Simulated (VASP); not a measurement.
Wanted: the native input for a VASP 6.6.1 run.

```
Task                   : single point
Functional             : PBE
Potentials or basis    : VASP PAW PBE potentials, release 64 (Mg, O)
Cutoff                 : 520 eV
k mesh                 : 9 × 9 × 8
Occupations            : gaussian, width 0.05 eV
Spin                   : no spin polarisation
Dipole correction      : no
Further INCAR settings : ALGO = Normal; EDIFF = 1e-06; NBANDS = 11
```

The structure of MgO lies in POSCAR:

```
MgO
1.0
    2.9380209034      0.0000000000      0.0000000000
   -1.4690104517      2.5444007392      0.0000000000
    0.0000000000      0.0000000000      2.6796800000
Mg O
1 1
Direct
   -0.0863131498      0.2358119107      0.0000000000
    0.3333333333      0.6666666667      0.5000000000
```

This cell differs from its parent crystal: atom 1 (Mg) moved by (-0.600, +0.600) A along x and y.

These files were run (other wordings do the same):

INCAR

```
SYSTEM = MgO
PREC = Accurate
ENCUT = 520
EDIFF = 1E-6
ISMEAR = 0
SIGMA = 0.05
LREAL = .False.
LASPH = .True.
NELM = 60
ALGO = Normal
ISIF = 2
LWAVE = .False.
LCHARG = .False.
GGA = PE
NBANDS = 11
```

KPOINTS

```
Automatic mesh
0
Gamma
  9 9 8
  0 0 0
```

Potentials or basis: VASP PAW PBE potentials, release 64 (Mg, O).

The run is started by

```sh
$ cat potpaw_PBE.64/Mg/POTCAR potpaw_PBE.64/O/POTCAR > POTCAR
$ mpirun -np 1 vasp_std > vasp.out
```

It gave:

| Item | Value |
| --- | --- |
| Pressure | 20.3 GPa |
| Largest force | 2.971 eV/Å |
| Band gap on the k mesh | 2.29 eV, indirect (least direct gap 2.76 eV) |

Caveat: the cell differs from its parent crystal (atom 1 (Mg) moved by (-0.600, +0.600) A along x and y); forces of over 1 eV/Å act on the atoms, so gaps and moduli don't describe the material at rest.

Run time: 21 s on 1 thread of Intel(R) Xeon(R) Platinum 8124M CPU @ 3.00GHz (Skylake/Cascade Lake), with other jobs on the host, peak memory 0.17 GiB.
